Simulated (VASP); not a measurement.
# InO4 in VASP: notebook

The runs below take InO4 through single point, with PBE.

Everything below comes from runs of VASP 6.6.1. Logs are shortened: lines on timing, memory, paths and dates and some standing lists are left out, and cuts for length are marked.

## Step 1: The cell of the first run

The cell holds a sheet with vacuum, 5 atoms: a = 4.250 Å, b = 4.250 Å, c = 33.272 Å, α = 90.00°, β = 90.00°, γ = 90.00°.

## Step 2: Single point, PBE, collinear spin, ferromagnetic start

Input file INCAR:

```
PREC = Accurate
ENCUT = 520
EDIFF = 1E-6
ISMEAR = 0
SIGMA = 0.1
LREAL = F
LASPH = T
NELM = 150
ALGO = Normal
ISIF = 2
LWAVE = F
LCHARG = F
ISPIN = 2
MAGMOM = 0 0.94 0.94 1.58 1.54
LORBIT = 11
LDIPOL = T
IDIPOL = 3
DIPOL = 0.5 0.5 0.286
GGA = PE
NBANDS = 30
```

Input file KPOINTS:

```
Automatic mesh
0
Gamma
  10 10 1
```

Input file POSCAR:

```
InO4
1.0
    4.2499258978      0.0000000000      0.0000000000
    0.0000000000      4.2499258978      0.0000000000
    0.0000000000      0.0000000000     33.2718260400
In O
1 4
Direct
    0.0000000000      0.0000000000      0.2860464558
    0.0000000000      0.5000000000      0.2859238573
    0.5000000000      0.0000000000      0.2859238573
    0.0000000000      0.0000000000      0.3520863298
    0.0000000000      0.0000000000      0.2200216774
```

Potentials or basis: VASP PAW PBE potentials, release 64 (In_d, O).

Run with:

```bash
cat potpaw_PBE.64/In_d/POTCAR potpaw_PBE.64/O/POTCAR > POTCAR
mpirun -np 1 vasp_std > vasp.out
```

OUTCAR:

```text
PREC = Accurate
   ENCUT = 520
   EDIFF = 1E-6
   ISMEAR = 0
   LREAL = F
   LASPH = T
   NELM = 150
   ISIF = 2
   ISPIN = 2
   LORBIT = 11
   GGA = PE

 ion  position               nearest neighbor table
   1  0.000  0.000  0.286-   2 2.12   3 2.12   2 2.12   3 2.12   5 2.20   4 2.20
   2  0.000  0.500  0.286-   1 2.12   1 2.12
   3  0.500  0.000  0.286-   1 2.12   1 2.12
   4  0.000  0.000  0.352-   1 2.20
   5  0.000  0.000  0.220-   1 2.20

  LATTYP: Found a simple tetragonal cell.
 ALAT       =     4.2499258978
 C/A-ratio  =     7.8288014521

  Lattice vectors:

 A1 = (   4.2499258978,   0.0000000000,   0.0000000000)
 A2 = (   0.0000000000,   4.2499258978,   0.0000000000)
 A3 = (   0.0000000000,   0.0000000000,  33.2718260400)

Analysis of symmetry for initial positions (statically):
=====================================================================
 Subroutine PRICEL returns:
 Original cell was already a primitive cell.

 Routine SETGRP: Setting up the symmetry group for a
 simple tetragonal supercell.

 Subroutine GETGRP returns: Found  8 space group operations
 (whereof  8 operations were pure point group operations)
 out of a pool of 16 trial point group operations.

The static configuration has the point symmetry C_4v.

Analysis of symmetry for dynamics (positions and initial velocities):
=====================================================================
 Subroutine PRICEL returns:
 Original cell was already a primitive cell.

 Routine SETGRP: Setting up the symmetry group for a
 simple tetragonal supercell.

 Subroutine GETGRP returns: Found  8 space group operations
 (whereof  8 operations were pure point group operations)
 out of a pool of 16 trial point group operations.

The dynamic configuration has the point symmetry C_4v.

Analysis of structural, dynamic, and magnetic symmetry:
=====================================================================
 Subroutine PRICEL returns:
 Original cell was already a primitive cell.

 Routine SETGRP: Setting up the symmetry group for a
 simple tetragonal supercell.

 Subroutine GETGRP returns: Found  8 space group operations
 (whereof  8 operations were pure point group operations)
 out of a pool of 16 trial point group operations.

The overall configuration has the point symmetry C_4v.

 Subroutine INISYM returns: Found  8 space group operations
 (whereof  8 operations are pure point group operations),
 and found     1 'primitive' translations

----------------------------------------------------------------------------------------

                                     Primitive cell

  volume of cell :     600.9514

  direct lattice vectors                    reciprocal lattice vectors
     4.249925898  0.000000000  0.000000000     0.235298220  0.000000000  0.000000000
     0.000000000  4.249925898  0.000000000     0.000000000  0.235298220  0.000000000
     0.000000000  0.000000000 33.271826040     0.000000000  0.000000000  0.030055459

  length of vectors
     4.249925898  4.249925898 33.271826040     0.235298220  0.235298220  0.030055459

  position of ions in fractional coordinates (direct lattice)
     0.000000000  0.000000000  0.286046456
     0.000000000  0.500000000  0.285923857
     0.500000000  0.000000000  0.285923857
     0.000000000  0.000000000  0.352086330
     0.000000000  0.000000000  0.220021677

  ion indices of the primitive-cell ions
   primitive index   ion index
                 1           1
                 2           2
                 3           3
                 4           4
                 5           5

----------------------------------------------------------------------------------------

 KPOINTS: Automatic mesh

Automatic generation of k-mesh.
[... 25 lines left out ...]
  0.200000  0.000000  0.000000      4.000000
  0.300000  0.000000  0.000000      4.000000
  0.400000  0.000000  0.000000      4.000000
  0.500000  0.000000  0.000000      2.000000
[... 13 lines left out ...]
  0.500000  0.400000  0.000000      4.000000
  0.500000  0.500000  0.000000      1.000000
   k-points           NKPTS =     21   k-points in BZ     NKDIM =     21   number of bands    NBANDS=     30
   number of dos      NEDOS =    301   number of ions     NIONS =      5
   total plane-waves  NPLWV = 256000
   dimension x,y,z NGX =    32 NGY =   32 NGZ =  250
   dimension x,y,z NGXF=    64 NGYF=   64 NGZF=  500
   ions per type =               1   4
   NGX,Y,Z   is equivalent  to a cutoff of  12.52, 12.52, 12.49 a.u.
   NGXF,Y,Z  is equivalent  to a cutoff of  25.04, 25.04, 24.98 a.u.
 SYSTEM =  unknown system
   PREC   = accura    normal or accurate (medium, high low for compatibility)
   ISTART =      0    job   : 0-new  1-cont  2-samecut
   ICHARG =      2    charge: 1-file 2-atom 10-const
   ISPIN  =      2    spin polarized calculation?
   LNONCOLLINEAR =      F non collinear calculations
   LSORBIT =      F    spin-orbit coupling
   LASPH  =      T    aspherical Exc in radial PAW
   ENCUT  =  520.0 eV  38.22 Ry    6.18 a.u.   7.90  7.90 61.86*2*pi/ulx,y,z
   NELM   =    150;   NELMIN=  2; NELMDL= -5     # of ELM steps
   EDIFF  = 0.1E-05   stopping-criterion for ELM
   LREAL  =      F    real-space projection
   EDIFFG = 0.1E-04   stopping-criterion for IOM
   NSW    =      0    number of steps for IOM
   IBRION =     -1    ionic relax: 0-MD 1-quasi-New 2-CG
   NFREE  =      0    steps in history (QN), initial steepest desc. (CG)
   ISIF   =      2    stress and relaxation
   ISYM   =      2    0-nonsym 1-usesym 2-fastsym
   POTIM  = 0.5000    time-step for ionic-motion
   TEBEG  =    0.0;   TEEND  =   0.0 temperature during run
   PSTRESS=    0.0 pullay stress
   NELECT =      37.0000    total number of electrons
   NUPDOWN=      -1.0000    fix difference up-down
   EMIN   =  10.00;   EMAX   =-10.00  energy-range for DOS
   EFERMI =   0.00;   METHOD = LEGACY
   ISMEAR =     0;   SIGMA  =   0.10  broadening in eV -4-tet -1-fermi 0-gaus
   EFERMI_NEDOS =   21; number of points for ismear=-14 and -15
   IALGO  =     38    algorithm
   IMIX   =      4    mixing-type and parameters
     AMIX     =   0.40;   BMIX     =  1.00
     AMIX_MAG =   1.60;   BMIX_MAG =  1.00
  volume/ion in A,a.u.               =     120.19       811.08
  Fermi-wavevector in a.u.,A,eV,Ry     =   0.646441  1.221597  5.685685  0.417886
  Thomas-Fermi vector in A             =   1.714425
   LORBIT       =     11    0 simple, 1 ext, 2 COOP (PROOUT), +10 PAW based schemes
   GGA     = PE    functional components
   LHFCALC =     F    Hartree Fock is set to
   AEXX    =    0.0000 exact exchange contribution
   IVDW    =     0    specifies the selected vdW correction
   LEPSILON=     F    determine dielectric tensor
   LRPA    =     F    only Hartree local field effects (RPA)
 spin polarized calculation
 Gauss-broadening in eV      SIGMA  =   0.10
  energy-cutoff  :      520.00
  volume of cell :      600.95
 maximum number of plane-waves:     16238
 NGX is ok and might be reduce to    32
   NGX = 15   NGY = 15   NGZ =123

 dipolmoment           0.000000      0.000000      0.000079 electrons x Angstroem

 number of electron      36.9999993 magnetization       5.0000066

 dipolmoment           0.000000      0.000000     -0.000580 electrons x Angstroem

 Free energy of the ion-electron system (eV)
  ---------------------------------------------------
  ext. energy  EPLUGINS =         0.00000000
  ---------------------------------------------------
  free energy    TOTEN  =       -18.82236719 eV

  energy without entropy =      -18.80109910  energy(sigma->0) =      -18.81173315

 E-fermi :  -6.8120     XC(G=0):  -1.5771

 val. band max:       -6.8393531489   @ k =   0.5000   0.2000   0.0000
 cond. band min:      -6.7923021021   @ k =   0.5000   0.1000   0.0000
 fundamental gap:      0.0470510468
 Fermi energy:        -6.8120479644

 spin component 1

 k-point     1 :       0.0000    0.0000    0.0000
  band No.  band energies     occupation
      1     -24.8493      1.00000
      2     -24.6263      1.00000
      3     -24.3886      1.00000
      4     -24.1465      1.00000
      5     -18.8207      1.00000
      6     -18.8207      1.00000
[... 682 lines left out ...]
     29       4.1439      0.00000
     30       4.3095      0.00000
 Fermi energy:        -6.8120479644

 spin component 2

 k-point     1 :       0.0000    0.0000    0.0000
  band No.  band energies     occupation
      1     -23.1528      1.00000
      2     -22.9123      1.00000
      3     -22.3157      1.00000
      4     -21.9724      1.00000
      5     -18.8343      1.00000
      6     -18.8343      1.00000
[... 682 lines left out ...]
     29       4.5371      0.00000
     30       4.5477      0.00000

------------------------ aborting loop because EDIFF is reached ----------------------------------------

 vacuum level on the upper side and lower side of the slab       (xc-potential included)        -0.073        -0.066

  FORCE on cell =-STRESS in cart. coord.  units (eV):
  Direction    XX          YY          ZZ          XY          YZ          ZX
  --------------------------------------------------------------------------------------
  -------------------------------------------------------------------------------------
  Total        0.0796943      0.0796943      0.1021554      0.0000000      0.0000000      0.0000000
  in kB        0.2124704      0.2124704      0.2723534      0.0000000      0.0000000      0.0000000
  external PRESSURE =       0.2324314 kB  Pullay stress =       0.0000000 kB

 VOLUME and BASIS-vectors are now :
 -----------------------------------------------------------------------------
  energy-cutoff  :      520.00
  volume of cell :      600.95
      direct lattice vectors                 reciprocal lattice vectors
     4.249925898  0.000000000  0.000000000     0.235298220  0.000000000  0.000000000
     0.000000000  4.249925898  0.000000000     0.000000000  0.235298220  0.000000000
     0.000000000  0.000000000 33.271826040     0.000000000  0.000000000  0.030055459

 POSITION                                       TOTAL-FORCE (eV/Angst)
 -----------------------------------------------------------------------------------
      0.00000      0.00000      9.51729         0.000000      0.000000      0.007013
      0.00000      2.12496      9.51321        -0.000000     -0.000000      0.000791
      2.12496      0.00000      9.51321         0.000000      0.000000      0.000791
      0.00000      0.00000     11.71456         0.000000      0.000000      0.043999
      0.00000      0.00000      7.32052         0.000000      0.000000     -0.052595
 -----------------------------------------------------------------------------------
    total drift:                                0.000000      0.000000     -0.000010

  FREE ENERGIE OF THE ION-ELECTRON SYSTEM (eV)
  ---------------------------------------------------
  free  energy   TOTEN  =       -18.8223671950 eV

  energy  without entropy=      -18.8010990999  energy(sigma->0) =      -18.81173315

 vacuum level on the upper side and lower side of the slab         1.033         1.038

 total charge

# of ion       s       p       d       tot
------------------------------------------
    1        0.621   0.660  10.076  11.357
    2        1.590   3.227   0.000   4.817
    3        1.590   3.227   0.000   4.817
    4        1.618   3.022   0.000   4.639
    5        1.618   3.022   0.000   4.639
--------------------------------------------------
tot          7.035  13.159  10.076  30.270

 magnetization (x)

# of ion       s       p       d       tot
------------------------------------------
    1       -0.037  -0.046   0.016  -0.067
    2        0.008   0.761   0.000   0.769
    3        0.008   0.761   0.000   0.769
    4        0.013   1.245   0.000   1.258
    5        0.013   1.247   0.000   1.260
--------------------------------------------------
tot          0.007   3.967   0.016   3.990
```

Wall time 17 min (1 thread of Intel Xeon 6975P-C (Granite Rapids), shared host); peak memory 1.1 GiB.

What came out:

```
Free energy                                           : -18.8224 eV
Largest force                                         : 0.053 eV/Å
Band gap on the k mesh                                : zero (filled and empty bands overlap)
Net moment                                            : 5.00 μB per cell
Site moments                                          : In -0.07; O +0.77, +1.26 μB
Valence electrons inside the program's atomic spheres : In 11.36; O 4.82, 4.64
```

Forces in eV/Å, atoms in the order of the input:
```
In   0.000  0.000  0.007
O    0.000  0.000  0.001
O    0.000  0.000  0.001
O    0.000  0.000  0.044
O    0.000  0.000 -0.053
```

Levels at points of the mesh, in eV from the Fermi level:
Spin up:
```csv
k point,band 19,band 20,band 21,band 22,band 23,band 24
"(0.00, 0.00, 0.00)",-1.76,-1.46,-1.30,3.74,6.96,7.17
"(0.50, 0.00, 0.00)",-1.37,-1.26,-1.14,6.15,8.09,8.84
"(0.50, 0.50, 0.00)",-1.24,-1.24,-0.58,8.03,8.97,8.97
```
Spin down:
| k point | band 14 | band 15 | band 16 | band 17 | band 18 | band 19 |
| --- | --- | --- | --- | --- | --- | --- |
| (0.00, 0.00, 0.00) | -0.30 | -0.09 | 0.20 | 0.20 | 0.27 | 0.27 |
| (0.50, 0.00, 0.00) | -0.57 | -0.19 | -0.10 | 0.13 | 0.14 | 0.30 |
| (0.50, 0.50, 0.00) | -0.68 | -0.16 | -0.03 | -0.03 | 0.33 | 0.63 |

Caveat: spin-orbit coupling is left out, which moves the levels of the heavy elements.

(Part 1 of 2 ends here.)
